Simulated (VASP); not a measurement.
A run of VASP 6.6.1:

Contents of INCAR:

```
PREC = Accurate ; ENCUT = 520
EDIFF = 1E-7 ; ISMEAR = 0
SIGMA = 0.01 ; LREAL = F
LASPH = T ; NELM = 60
ALGO = Normal ; ISIF = 2
LWAVE = F ; LCHARG = T
GGA = RE ; LELF = T
LVHAR = T ; NBANDS = 16
```

Contents of KPOINTS:

```
regular mesh
0
Gamma
  6 6 6
```

File POSCAR:

```
CdTe
1.0
    4.5325540000      0.0000000000      0.0000000000
    2.2662770000      3.9253069080      0.0000000000
    2.2662770000      1.3084356360      3.7008148439
Cd Te
1 1
Direct
    0.0000000000      0.0000000000      0.0000000000
    0.2500000000      0.2500000000      0.2500000000
```

Potentials or basis: VASP PAW PBE potentials, release 64 (Cd, Te).

Launch:

```bash
$ cat potpaw_PBE.64/Cd/POTCAR potpaw_PBE.64/Te/POTCAR > POTCAR
$ mpirun -np 1 vasp_std > vasp.out
```

Hardware: 1 thread of Intel(R) Xeon(R) Platinum 8559C (Emerald Rapids) (shared host).

Question: How long does it take, and how much memory?

Answer: Run time: 15 s on 1 thread of Intel(R) Xeon(R) Platinum 8559C (Emerald Rapids) (shared host), peak memory 0.2 GiB. Counts: scf iterations 15, k points 16.
